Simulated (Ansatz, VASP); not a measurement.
**MgO in VASP and in Ansatz**

```
Mg O
1.0
     0.00000    2.10607    2.10607
     2.10607    0.00000    2.10607
     2.10607    2.10607    0.00000
Mg O
1 1
Direct
  0.00000 0.00000 0.00000
  0.50000 0.50000 0.50000
```

Alike in both runs: task single point; functional PBE; k mesh 8 × 8 × 8; occupations methfessel-paxton of order 1, width 0.05 eV; no spin polarisation.

|  | VASP | Ansatz |
| --- | --- | --- |
| version | VASP 6.6.1 | Ansatz 0.2.0 |
| potentials or method | VASP PAW PBE potentials, release 64 (Mg, O), cutoff 600 eV | PAW, plane waves, scalar-relativistic |
| valence electrons in the cell | 8 | 16 |

Ansatz gave:

```
pressure (GPa) : 4.7
```

Question: Which values does VASP return?

Answer: Pressure (GPa): 3.7.

VASP's potentials hold 8 valence electrons a cell and Ansatz's 16, so a difference there can come from the potentials and not from the codes.
